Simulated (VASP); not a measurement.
# SiC (P6_3mc) in VASP: further runs, part 2 of 2

VASP 6.6.1. The steps go on from the part before.

### Step 5. Single point, PBEsol (volume scaled by 1.06)

INCAR

```
SYSTEM = SiC
ALGO = Normal
EDIFF = 1E-6
ENCUT = 520
GGA = PS
ISIF = 2
ISMEAR = -1
LASPH = .True.
LCHARG = .False.
LREAL = .False.
LWAVE = .False.
NBANDS = 16
NELM = 60
PREC = Accurate
SIGMA = 0.08
```

KPOINTS

```
k-points
0
Gamma
  15 15 8
  0 0 0
```

POSCAR

```
SiC
1.0
    3.1363272130      0.0000000000      0.0000000000
   -1.5681636065      2.7161390411      0.0000000000
    0.0000000000      0.0000000000      5.1470055276
Si C
2 2
Direct
    0.3333333333      0.6666666667      0.0000000000
    0.6666666667      0.3333333333      0.5000000000
    0.3333333333      0.6666666667      0.3850000000
    0.6666666667      0.3333333333      0.8850000000
```

Potentials or basis: VASP PAW PBE potentials, release 64 (Si, C).

Started as:

```sh
$ cat potpaw_PBE.64/Si/POTCAR potpaw_PBE.64/C/POTCAR > POTCAR
$ mpirun -np 1 vasp_std > vasp.out
```

OUTCAR:

```text
SYSTEM = SiC
   EDIFF = 1E-6
   ENCUT = 520
   GGA = PS
   ISIF = 2
   ISMEAR = -1
   LASPH = .True.
   LREAL = .False.
   NELM = 60
   PREC = Accurate

 ion  position               nearest neighbor table
   1  0.333  0.667  0.000-   4 1.91   4 1.91   4 1.91   3 1.98   2 3.15   2 3.15   2 3.15   2 3.15
                             2 3.15   2 3.15
   2  0.667  0.333  0.500-   3 1.91   3 1.91   3 1.91   4 1.98   1 3.15   1 3.15   1 3.15   1 3.15
                             1 3.15   1 3.15
   3  0.333  0.667  0.385-   2 1.91   2 1.91   2 1.91   1 1.98
   4  0.667  0.333  0.885-   1 1.91   1 1.91   1 1.91   2 1.98

  LATTYP: Found a hexagonal cell.
 ALAT       =     3.1363272130
 C/A-ratio  =     1.6410932846

  Lattice vectors:

 A1 = (   3.1363272130,   0.0000000000,   0.0000000000)
 A2 = (  -1.5681636065,   2.7161390411,   0.0000000000)
 A3 = (   0.0000000000,   0.0000000000,   5.1470055276)

Analysis of symmetry for initial positions (statically):
=====================================================================
 Subroutine PRICEL returns:
 Original cell was already a primitive cell.

 Routine SETGRP: Setting up the symmetry group for a
 hexagonal supercell.

 Subroutine GETGRP returns: Found 12 space group operations
 (whereof  6 operations were pure point group operations)
 out of a pool of 24 trial point group operations.

The static configuration has the point symmetry C_3v.
 The point group associated with its full space group is C_6v.

Analysis of symmetry for dynamics (positions and initial velocities):
=====================================================================
 Subroutine PRICEL returns:
 Original cell was already a primitive cell.

 Routine SETGRP: Setting up the symmetry group for a
 hexagonal supercell.

 Subroutine GETGRP returns: Found 12 space group operations
 (whereof  6 operations were pure point group operations)
 out of a pool of 24 trial point group operations.

The dynamic configuration has the point symmetry C_3v.
 The point group associated with its full space group is C_6v.

 Subroutine INISYM returns: Found 12 space group operations
 (whereof  6 operations are pure point group operations),
 and found     1 'primitive' translations

----------------------------------------------------------------------------------------

                                     Primitive cell

  volume of cell :      43.8458

  direct lattice vectors                    reciprocal lattice vectors
     3.136327213  0.000000000  0.000000000     0.318844283  0.184084832  0.000000000
    -1.568163606  2.716139041  0.000000000     0.000000000  0.368169665  0.000000000
     0.000000000  0.000000000  5.147005528     0.000000000  0.000000000  0.194287726

  length of vectors
     3.136327213  3.136327213  5.147005528     0.368169665  0.368169665  0.194287726

  position of ions in fractional coordinates (direct lattice)
     0.333333333  0.666666667  0.000000000
     0.666666667  0.333333333  0.500000000
     0.333333333  0.666666667  0.385000000
     0.666666667  0.333333333  0.885000000

  ion indices of the primitive-cell ions
   primitive index   ion index
                 1           1
                 2           2
                 3           3
                 4           4

----------------------------------------------------------------------------------------

 KPOINTS: k-points

Automatic generation of k-mesh.
 Grid dimensions read from file:
 generate k-points for:   15   15    8

 Generating k-lattice:

  Cartesian coordinates                     Fractional coordinates (reciprocal lattice)
     0.021256286  0.012272322  0.000000000     0.066666667  0.000000000  0.000000000
     0.000000000  0.024544644  0.000000000     0.000000000  0.066666667  0.000000000
     0.000000000  0.000000000  0.024285966     0.000000000  0.000000000  0.125000000

  Length of vectors
     0.024544644  0.024544644  0.024285966

  Shift w.r.t. Gamma in fractional coordinates (k-lattice)
     0.000000000  0.000000000  0.000000000

 Subroutine IBZKPT returns following result:
 ===========================================

 Found    135 irreducible k-points:

 Following reciprocal coordinates:
            Coordinates               Weight
  0.000000  0.000000  0.000000      1.000000
  0.066667 -0.000000  0.000000      6.000000
  0.133333 -0.000000  0.000000      6.000000
  0.200000  0.000000  0.000000      6.000000
  0.266667 -0.000000  0.000000      6.000000
  0.333333 -0.000000  0.000000      6.000000
[... 16 lines left out ...]
  0.333333  0.200000  0.000000     12.000000
  0.400000  0.200000  0.000000      6.000000
 [... further k-points ...]
   k-points           NKPTS =    135   k-points in BZ     NKDIM =    135   number of bands    NBANDS=     16
   number of dos      NEDOS =    301   number of ions     NIONS =      4
   total plane-waves  NPLWV =  23040
   dimension x,y,z NGX =    24 NGY =   24 NGZ =   40
   dimension x,y,z NGXF=    48 NGYF=   48 NGZF=   80
   ions per type =               2   2
   NGX,Y,Z   is equivalent  to a cutoff of  12.72, 12.72, 12.92 a.u.
   NGXF,Y,Z  is equivalent  to a cutoff of  25.44, 25.44, 25.84 a.u.
 SYSTEM =  SiC
   PREC   = accura    normal or accurate (medium, high low for compatibility)
   ISTART =      0    job   : 0-new  1-cont  2-samecut
   ICHARG =      2    charge: 1-file 2-atom 10-const
   ISPIN  =      1    spin polarized calculation?
   LNONCOLLINEAR =      F non collinear calculations
   LSORBIT =      F    spin-orbit coupling
   LASPH  =      T    aspherical Exc in radial PAW
   ENCUT  =  520.0 eV  38.22 Ry    6.18 a.u.   5.83  5.83  9.57*2*pi/ulx,y,z
   NELM   =     60;   NELMIN=  2; NELMDL= -5     # of ELM steps
   EDIFF  = 0.1E-05   stopping-criterion for ELM
   LREAL  =      F    real-space projection
   EDIFFG = 0.1E-04   stopping-criterion for IOM
   NSW    =      0    number of steps for IOM
   IBRION =     -1    ionic relax: 0-MD 1-quasi-New 2-CG
   NFREE  =      0    steps in history (QN), initial steepest desc. (CG)
   ISIF   =      2    stress and relaxation
   ISYM   =      2    0-nonsym 1-usesym 2-fastsym
   POTIM  = 0.5000    time-step for ionic-motion
   TEBEG  =    0.0;   TEEND  =   0.0 temperature during run
   PSTRESS=    0.0 pullay stress
   NELECT =      16.0000    total number of electrons
   NUPDOWN=      -1.0000    fix difference up-down
   EMIN   =  10.00;   EMAX   =-10.00  energy-range for DOS
   EFERMI =   0.00;   METHOD = LEGACY
   ISMEAR =    -1;   SIGMA  =   0.08  broadening in eV -4-tet -1-fermi 0-gaus
   EFERMI_NEDOS =   21; number of points for ismear=-14 and -15
   IALGO  =     38    algorithm
   IMIX   =      4    mixing-type and parameters
     AMIX     =   0.40;   BMIX     =  1.00
     AMIX_MAG =   1.60;   BMIX_MAG =  1.00
  volume/ion in A,a.u.               =      10.96        73.97
  Fermi-wavevector in a.u.,A,eV,Ry     =   1.169873  2.210740 18.620981  1.368604
  Thomas-Fermi vector in A             =   2.306340
   LORBIT       =      0    0 simple, 1 ext, 2 COOP (PROOUT), +10 PAW based schemes
   GGA     = PS    functional components
   LHFCALC =     F    Hartree Fock is set to
   AEXX    =    0.0000 exact exchange contribution
   IVDW    =     0    specifies the selected vdW correction
   LEPSILON=     F    determine dielectric tensor
   LRPA    =     F    only Hartree local field effects (RPA)
 non-spin polarized calculation
  energy-cutoff  :      520.00
  volume of cell :       43.85
 maximum number of plane-waves:      1194
 NGX is ok and might be reduce to    24
   NGX = 11   NGY = 11   NGZ = 19

 number of electron      16.0000000 magnetization

 Free energy of the ion-electron system (eV)
  ---------------------------------------------------
  ext. energy  EPLUGINS =         0.00000000
  ---------------------------------------------------
  free energy    TOTEN  =       -31.70169631 eV

  energy without entropy =      -31.70169630  energy(sigma->0) =      -31.70169631

 E-fermi :   8.8429     XC(G=0): -11.2488

 val. band max:        7.7090280586   @ k =   0.0000   0.0000   0.0000
 cond. band min:       9.9729723251   @ k =   0.3333   0.3333   0.0000
 fundamental gap:      2.2639442665
 Fermi energy:         8.8428876380

 k-point     1 :       0.0000    0.0000    0.0000
  band No.  band energies     occupation
      1      -7.5763      2.00000
      2      -4.2542      2.00000
      3      -0.7094      2.00000
      4       6.1802      2.00000
      5       6.1802      2.00000
      6       7.4342      2.00000
[... 433 lines left out ...]
      3       0.3337      2.00000
      4       1.4794      2.00000
      5       2.0625      2.00000
      6       3.1123      2.00000
[... 8 lines left out ...]
     15      18.1924      0.00000
     16      18.9502      0.00000

 [... further k-points ...]
[... 5 lines left out ...]
  --------------------------------------------------------------------------------------
  -------------------------------------------------------------------------------------
  Total       -2.7649699     -2.7649699     -3.5248991     -0.0000000      0.0000000      0.0000000
  in kB     -101.0352663   -101.0352663   -128.8039755     -0.0000000      0.0000000      0.0000000
  external PRESSURE =    -110.2915027 kB  Pullay stress =       0.0000000 kB

 VOLUME and BASIS-vectors are now :
 -----------------------------------------------------------------------------
  energy-cutoff  :      520.00
  volume of cell :       43.85
      direct lattice vectors                 reciprocal lattice vectors
     3.136327213  0.000000000  0.000000000     0.318844283  0.184084832  0.000000000
    -1.568163606  2.716139041  0.000000000     0.000000000  0.368169665  0.000000000
     0.000000000  0.000000000  5.147005528     0.000000000  0.000000000  0.194287726

 POSITION                                       TOTAL-FORCE (eV/Angst)
 -----------------------------------------------------------------------------------
     -0.00000      1.81076      0.00000         0.000000      0.000000      0.663807
      1.56816      0.90538      2.57350         0.000000     -0.000000      0.663807
     -0.00000      1.81076      1.98160         0.000000     -0.000000     -0.663807
      1.56816      0.90538      4.55510        -0.000000      0.000000     -0.663807
 -----------------------------------------------------------------------------------
    total drift:                               -0.000000      0.000000     -0.000331

  FREE ENERGIE OF THE ION-ELECTRON SYSTEM (eV)
  ---------------------------------------------------
  free  energy   TOTEN  =       -31.7016963146 eV

  energy  without entropy=      -31.7016963020  energy(sigma->0) =      -31.70169631
```

Wall time 24 s (1 thread of Intel Xeon 6975P-C (Granite Rapids), shared host); peak memory 0.2 GiB.

What came out:

```yaml
Free_energy: -31.7017 eV
Pressure: -11.0 GPa
Largest_force: 0.664 eV/Å
Band_gap_on_the_k_mesh: 2.26 eV, indirect (least direct gap 3.85 eV)
```

Forces on the atoms (eV/Å):
```
Si   0.000  0.000  0.664
Si   0.000  0.000  0.664
C    0.000  0.000 -0.664
C    0.000  0.000 -0.664
```

Caveat: the PAW data sets were made with another functional, which shifts forces and pressure a little.

### Step 6. Summary

```csv
cell,gap on the mesh (eV),pressure (GPa),largest force (eV/Å)
"a = 3.034, b = 3.034, c = 4.980 Å, angles 90.0, 90.0, 120.0°, 4 atoms",2.08,10.5,0.82
"a = 3.066, b = 3.066, c = 5.031 Å, angles 90.0, 90.0, 120.0°, 4 atoms",2.14,2.9,0.77
"a = 3.096, b = 3.096, c = 5.081 Å, angles 90.0, 90.0, 120.0°, 4 atoms",2.20,-3.7,0.72
"a = 3.136, b = 3.136, c = 5.147 Å, angles 90.0, 90.0, 120.0°, 4 atoms",2.26,-11.0,0.66
```

Alike in all rows: task single point; level PBEsol; potentials or basis VASP PAW PBE potentials, release 64 (Si, C); no spin polarisation; k mesh 15 × 15 × 8; cutoff (eV) 520; smearing fermi-dirac 0.08 eV.

Caveats: the PAW data sets were made with another functional, which shifts forces and pressure a little.

Total energies depend on the potentials used, so only differences within one code and one set of settings carry meaning.
